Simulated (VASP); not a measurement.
# As (R-3m) in VASP: settings compared

The runs below take As through relaxation of cell and atoms, single point, with PBE, LDA.

Program: VASP 6.6.1. These are calculated values, not measurements. Logs are shortened: lines on timing, memory, paths and dates and some standing lists are left out, and cuts for length are marked.

**1. The cell of the first run**

The structure is trigonal, space group R-3m (No. 166). The conventional cell has a = 3.759 Å, b = 3.759 Å, c = 10.457 Å, α = 90.00°, β = 90.00°, γ = 120.00°. As (site symmetry 3m) has 6 As at 2.52 to 3.10 Å within 3.3 Å.

**2. Relaxation of cell and atoms, PBE**

INCAR

```
ALGO = Normal ; EDIFF = 1E-7
EDIFFG = -0.05 ; ENCUT = 500
GGA = PE ; GGA_COMPAT = F
IBRION = 2 ; ISIF = 3
ISMEAR = -4 ; LASPH = T
LCHARG = F ; LREAL = F
LWAVE = F ; NELM = 120
NELMIN = 4 ; NSW = 30
PREC = Accurate ; SIGMA = 0.1
```

KPOINTS

```
k-points
0
Gamma
  3 3 3
```

POSCAR

```
As
1.0
    1.8797494575      1.0852738553      3.4857700000
   -1.8797494575      1.0852738553      3.4857700000
    0.0000000000     -2.1705477106      3.4857700000
As
2
Direct
    0.2275400000      0.2275400000      0.2275400000
    0.7724600000      0.7724600000      0.7724600000
```

Potentials or basis: VASP PAW PBE potentials, release 64 (As).

Started as:

```bash
> cat potpaw_PBE.64/As/POTCAR > POTCAR
> mpirun -np 1 vasp_std > vasp.out
```

OUTCAR:

```text
EDIFF = 1E-7
   EDIFFG = -0.05
   ENCUT = 500
   GGA = PE
   IBRION = 2
   ISIF = 3
   ISMEAR = -4
   LASPH = T
   LREAL = F
   NELM = 120
   NELMIN = 4
   NSW = 30
   PREC = Accurate

 ion  position               nearest neighbor table
   1  0.228  0.228  0.228-   2 2.52   2 2.52   2 2.52
   2  0.772  0.772  0.772-   1 2.52   1 2.52   1 2.52

  LATTYP: Found a trigonal (rhomboedric) cell.
 ALAT       =     4.1063207202
 COS(alpha) =     0.5808936906

  Lattice vectors:

 A1 = (   1.8797494575,   1.0852738553,   3.4857700000)
 A2 = (  -1.8797494575,   1.0852738553,   3.4857700000)
 A3 = (   0.0000000000,  -2.1705477106,   3.4857700000)

Analysis of symmetry for initial positions (statically):
=====================================================================
 Subroutine PRICEL returns:
 Original cell was already a primitive cell.

 Routine SETGRP: Setting up the symmetry group for a
 trigonal (rhombohedral) supercell.

 Subroutine GETGRP returns: Found 12 space group operations
 (whereof 12 operations were pure point group operations)
 out of a pool of 12 trial point group operations.

The static configuration has the point symmetry D_3d.

Analysis of symmetry for dynamics (positions and initial velocities):
=====================================================================
 Subroutine PRICEL returns:
 Original cell was already a primitive cell.

 Routine SETGRP: Setting up the symmetry group for a
 trigonal (rhombohedral) supercell.

 Subroutine GETGRP returns: Found 12 space group operations
 (whereof 12 operations were pure point group operations)
 out of a pool of 12 trial point group operations.

The dynamic configuration has the point symmetry D_3d.

 Subroutine INISYM returns: Found 12 space group operations
 (whereof 12 operations are pure point group operations),
 and found     1 'primitive' translations

----------------------------------------------------------------------------------------

                                     Primitive cell

  volume of cell :      42.6667

  direct lattice vectors                    reciprocal lattice vectors
     1.879749457  1.085273855  3.485770000     0.265992895  0.153571070  0.095626887
    -1.879749457  1.085273855  3.485770000    -0.265992895  0.153571070  0.095626887
     0.000000000 -2.170547711  3.485770000     0.000000000 -0.307142139  0.095626887

  length of vectors
     4.106320720  4.106320720  4.106320720     0.321684310  0.321684310  0.321684310

  position of ions in fractional coordinates (direct lattice)
     0.227540000  0.227540000  0.227540000
     0.772460000  0.772460000  0.772460000

  ion indices of the primitive-cell ions
   primitive index   ion index
                 1           1
                 2           2

----------------------------------------------------------------------------------------

 KPOINTS: k-points

Automatic generation of k-mesh.
 Grid dimensions read from file:
 generate k-points for:    3    3    3

 Generating k-lattice:

  Cartesian coordinates                     Fractional coordinates (reciprocal lattice)
     0.088664298  0.051190357  0.031875629     0.333333333 -0.000000000 -0.000000000
    -0.088664298  0.051190357  0.031875629    -0.000000000  0.333333333 -0.000000000
     0.000000000 -0.102380713  0.031875629    -0.000000000 -0.000000000  0.333333333

  Length of vectors
     0.107228103  0.107228103  0.107228103

  Shift w.r.t. Gamma in fractional coordinates (k-lattice)
     0.000000000  0.000000000  0.000000000

 TETIRR: Found     14 inequivalent tetrahedra from      162

 Subroutine IBZKPT returns following result:
 ===========================================

 Found      6 irreducible k-points:

 Following reciprocal coordinates:
            Coordinates               Weight
  0.000000  0.000000  0.000000      1.000000
  0.333333  0.000000  0.000000      6.000000
  0.333333  0.333333  0.000000      6.000000
 -0.333333  0.333333  0.000000      6.000000
  0.333333  0.333333  0.333333      2.000000
 -0.333333  0.333333  0.333333      6.000000
   k-points           NKPTS =      6   k-points in BZ     NKDIM =      6   number of bands    NBANDS=      9
   number of dos      NEDOS =    301   number of ions     NIONS =      2
   total plane-waves  NPLWV =  27000
   dimension x,y,z NGX =    30 NGY =   30 NGZ =   30
   dimension x,y,z NGXF=    60 NGYF=   60 NGZF=   60
   ions per type =               2
   NGX,Y,Z   is equivalent  to a cutoff of  12.15, 12.15, 12.15 a.u.
   NGXF,Y,Z  is equivalent  to a cutoff of  24.29, 24.29, 24.29 a.u.
 SYSTEM =  unknown system
   PREC   = accura    normal or accurate (medium, high low for compatibility)
   ISTART =      0    job   : 0-new  1-cont  2-samecut
   ICHARG =      2    charge: 1-file 2-atom 10-const
   ISPIN  =      1    spin polarized calculation?
   LNONCOLLINEAR =      F non collinear calculations
   LSORBIT =      F    spin-orbit coupling
   LASPH  =      T    aspherical Exc in radial PAW
   ENCUT  =  500.0 eV  36.75 Ry    6.06 a.u.   7.49  7.49  7.49*2*pi/ulx,y,z
   NELM   =    120;   NELMIN=  4; NELMDL= -5     # of ELM steps
   EDIFF  = 0.1E-06   stopping-criterion for ELM
   LREAL  =      F    real-space projection
   EDIFFG = -.5E-01   stopping-criterion for IOM
   NSW    =     30    number of steps for IOM
   IBRION =      2    ionic relax: 0-MD 1-quasi-New 2-CG
   NFREE  =      1    steps in history (QN), initial steepest desc. (CG)
   ISIF   =      3    stress and relaxation
   ISYM   =      2    0-nonsym 1-usesym 2-fastsym
   POTIM  = 0.5000    time-step for ionic-motion
   TEBEG  =    0.0;   TEEND  =   0.0 temperature during run
   PSTRESS=    0.0 pullay stress
   NELECT =      10.0000    total number of electrons
   NUPDOWN=      -1.0000    fix difference up-down
   EMIN   =  10.00;   EMAX   =-10.00  energy-range for DOS
   EFERMI =   0.00;   METHOD = LEGACY
   ISMEAR =    -4;   SIGMA  =   0.10  broadening in eV -4-tet -1-fermi 0-gaus
   EFERMI_NEDOS =   21; number of points for ismear=-14 and -15
   IALGO  =     38    algorithm
   IMIX   =      4    mixing-type and parameters
     AMIX     =   0.40;   BMIX     =  1.00
     AMIX_MAG =   1.60;   BMIX_MAG =  1.00
  volume/ion in A,a.u.               =      21.33       143.96
  Fermi-wavevector in a.u.,A,eV,Ry     =   1.009358  1.907409 13.861654  1.018803
  Thomas-Fermi vector in A             =   2.142281
   LORBIT       =      0    0 simple, 1 ext, 2 COOP (PROOUT), +10 PAW based schemes
   GGA     = PE    functional components
   LHFCALC =     F    Hartree Fock is set to
   AEXX    =    0.0000 exact exchange contribution
   IVDW    =     0    specifies the selected vdW correction
   LEPSILON=     F    determine dielectric tensor
   LRPA    =     F    only Hartree local field effects (RPA)
 conjugate gradient relaxation of ions
 non-spin polarized calculation
 Fermi weights with tetrahedron method witout Bloechl corrections
  energy-cutoff  :      500.00
  volume of cell :       42.67
 maximum number of plane-waves:      1099
 NGX is ok and might be reduce to    30
   NGX = 15   NGY = 15   NGZ = 15

--------------------------------------- Ionic step        1  -------------------------------------------

 number of electron      10.0000000 magnetization

 Free energy of the ion-electron system (eV)
  ---------------------------------------------------
  ext. energy  EPLUGINS =         0.00000000
  ---------------------------------------------------
  free energy    TOTEN  =        -9.44813814 eV

  energy without entropy =       -9.44813814  energy(sigma->0) =       -9.44813814

 E-fermi :   4.9116     XC(G=0): -10.0170

 val. band max:        4.8766164932   @ k =   0.3333   0.3333   0.3333
 cond. band min:       6.2069166487   @ k =   0.3333   0.0000   0.0000
 fundamental gap:      1.3303001555
 Fermi energy:         4.9116166183

 k-point     1 :       0.0000    0.0000    0.0000
  band No.  band energies     occupation
      1      -9.4938      2.00000
      2      -0.2129      2.00000
      3       2.9975      2.00000
      4       3.5858      2.00000
      5       3.5858      2.00000
      6       7.4209      0.00000
      7       8.5557      0.00000
      8       8.5557      0.00000
      9      12.3259      0.00000

 k-point     2 :       0.3333    0.0000    0.0000
  band No.  band energies     occupation
      1      -8.0303      2.00000
      2      -3.7510      2.00000
      3       2.7706      2.00000
      4       2.9917      2.00000
      5       4.4266      2.00000
      6       6.2069      0.00000
      7       6.6924      0.00000
      8       7.1923      0.00000
      9      12.3582      0.00000
[... 176 lines left out ...]
 POSITION                                       TOTAL-FORCE (eV/Angst)
 -----------------------------------------------------------------------------------
      0.00000      0.00000      2.32002        -0.000000      0.000000     -0.075742
      0.00000      0.00000      7.95824         0.000000     -0.000000      0.075742
 -----------------------------------------------------------------------------------
    total drift:                               -0.000000     -0.000000      0.000000

  FREE ENERGIE OF THE ION-ELECTRON SYSTEM (eV)
  ---------------------------------------------------
  free  energy   TOTEN  =        -9.5178753580 eV

  energy  without entropy=       -9.5178753580  energy(sigma->0) =       -9.51787536

--------------------------------------- Ionic step        5  -------------------------------------------

 number of electron       9.9999999 magnetization

 Free energy of the ion-electron system (eV)
  ---------------------------------------------------
  ext. energy  EPLUGINS =         0.00000000
  ---------------------------------------------------
  free energy    TOTEN  =        -9.51908798 eV

  energy without entropy =       -9.51908798  energy(sigma->0) =       -9.51908798

 E-fermi :   3.9886     XC(G=0):  -9.7963

 val. band max:        3.9666860248   @ k =   0.3333   0.0000   0.0000
 cond. band min:       5.5678855340   @ k =   0.3333   0.0000   0.0000
 fundamental gap:      1.6011995093
 Fermi energy:         3.9886488301

 k-point     1 :       0.0000    0.0000    0.0000
  band No.  band energies     occupation
      1      -9.6328      2.00000
      2      -0.9103      2.00000
      3       2.7717      2.00000
      4       2.7717      2.00000
      5       3.1689      2.00000
      6       6.5796      0.00000
      7       7.8432      0.00000
      8       7.8432      0.00000
      9      11.5550      0.00000

 k-point     2 :       0.3333    0.0000    0.0000
  band No.  band energies     occupation
      1      -8.2886      2.00000
      2      -4.3175      2.00000
      3       2.3343      2.00000
      4       2.6936      2.00000
      5       3.9667      2.00000
      6       5.5679      0.00000
      7       6.4357      0.00000
      8       6.6747      0.00000
      9      11.8631      0.00000
[... 68 lines left out ...]
 POSITION                                       TOTAL-FORCE (eV/Angst)
 -----------------------------------------------------------------------------------
      0.00000      0.00000      2.29884         0.000000      0.000000      0.025613
      0.00000      0.00000      7.91280        -0.000000     -0.000000     -0.025613
 -----------------------------------------------------------------------------------
    total drift:                                0.000000      0.000000     -0.000000

  FREE ENERGIE OF THE ION-ELECTRON SYSTEM (eV)
  ---------------------------------------------------
  free  energy   TOTEN  =        -9.5190879800 eV

  energy  without entropy=       -9.5190879800  energy(sigma->0) =       -9.51908798

 reached required accuracy - stopping structural energy minimisation
```

It took 20 s on 1 thread of Intel Xeon Platinum 8375C at 2.90GHz (Ice Lake), shared host; peak memory 0.16 GiB.

Results:

* Free energy: -9.5191 eV
* Relaxed volume: 22.47 Å³/atom
* Relaxed cell: a = 4.083 Å, b = 4.083 Å, c = 4.083 Å, α = 57.14°, β = 57.14°, γ = 57.14°
* Space group after relaxing (to 0.05 Å): R-3m (No. 166)
* Energy gained by relaxing: 35.5 meV/atom
* Ionic steps: 5
* Pressure after relaxing: -0.1 GPa
* Largest force after relaxing: 0.026 eV/Å
* Band gap on the k mesh: 1.60 eV, direct

Forces in eV/Å, atoms in the order of the input:
```
As   0.000  0.000  0.026
As   0.000  0.000 -0.026
```

Stress tensor (GPa, compression positive):
```
-0.01  0.00  0.00
 0.00 -0.01  0.00
 0.00  0.00 -0.19
```

The path:
```tsv
step	energy change (eV)	largest force (eV/Å)	pressure (GPa)	volume (Å³)
1	0.0000	0.0851	4.57	42.67
2	-0.0464	0.4292	-2.82	46.50
3	-0.0553	0.3434	-0.94	45.34
4	-0.0697	0.0757	-0.31	45.06
5	-0.0709	0.0256	-0.07	44.95
```

Final structure:
```
CELL_PARAMETERS angstrom
1.95238 1.12721 3.40388
-1.95238 1.12721 3.40388
0.00000 -2.25441 3.40388
ATOMIC_POSITIONS crystal
As 0.22512 0.22512 0.22512
As 0.77488 0.77488 0.77488
```

Caveat: the k points lie up to 0.65 Å⁻¹ apart in the final cell; the relaxation stopped at a loose force limit of 0.05 eV/Å, so its end isn't a converged minimum. A hybrid or GW would open this gap; PBE tends to underestimate it.

[end of part 1 of 2]
